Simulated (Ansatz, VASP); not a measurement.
MgO in VASP and in Ansatz

INCAR

```
SYSTEM = MgO
ALGO = Normal
EDIFF = 1E-6
ENCUT = 520
GGA = PE
ISIF = 2
ISMEAR = 0
LASPH = .TRUE.
LCHARG = .TRUE.
LELF = .TRUE.
LREAL = .FALSE.
LVHAR = .TRUE.
LWAVE = .FALSE.
NBANDS = 11
NELM = 100
PREC = Accurate
SIGMA = 0.05
```

The input KPOINTS:

```
k-points
0
G
  9 9 8
  0 0 0
```

The input POSCAR:

```
MgO
1.0
    2.9380209034      0.0000000000      0.0000000000
   -1.4690104517      2.5444007392      0.0000000000
    0.0000000000      0.0000000000      2.6394848000
Mg O
1 1
Direct
    0.0000000000      0.0000000000      0.0000000000
    0.3333333333      0.6666666667      0.5000000000
```

Input for Ansatz:

```yaml
crystal:
  lattice:
    - [2.9380209034, 0.0, 0.0]
    - [-1.4690104517, 2.5444007392, 0.0]
    - [0.0, 0.0, 2.6394848]
  atoms:
    - { symbol: Mg, position: [0.0, 0.0, 0.0] }
    - { symbol: O, position: [0.3333333333, 0.6666666667, 0.5] }
basis:
  ecutwfc: 420
kpoints:
  mp_grid: { grid: [9, 9, 8] }
hamiltonian:
  xc: pbe
scf:
  occupations: { method: gaussian, width: 0.05 }
output:
  forces: true
  stress: true
  eigenvalues: true
```

Change from the starting cell: strain +0.000 along x and y, -0.015 along z, atoms carried along.

Alike in both runs: task single point; functional PBE; k mesh 9 × 9 × 8; occupations gaussian, width 0.05 eV; no spin polarisation.

|  | VASP | Ansatz |
| --- | --- | --- |
| version | VASP 6.6.1 | Ansatz 0.2.0 |
| potentials or method | VASP PAW PBE potentials, release 64 (Mg, O), cutoff 520 eV | scalar-relativistic, plane waves, PAW |
| valence electrons in the cell | 8 | 16 |

```tsv
	VASP	Ansatz	Ansatz less VASP
gap on the k mesh at the Fermi level (eV)	3.02	3.04	+0.021
least direct gap on the mesh (eV)	3.40	3.42	+0.018
pressure (GPa)	1.9	2.5	+0.63
traceless stress, the component that is largest in VASP (GPa)	5.81	5.86	+0.054
```

VASP's potentials hold 8 valence electrons a cell and Ansatz's 16, so a difference there can come from the potentials and not from the codes.
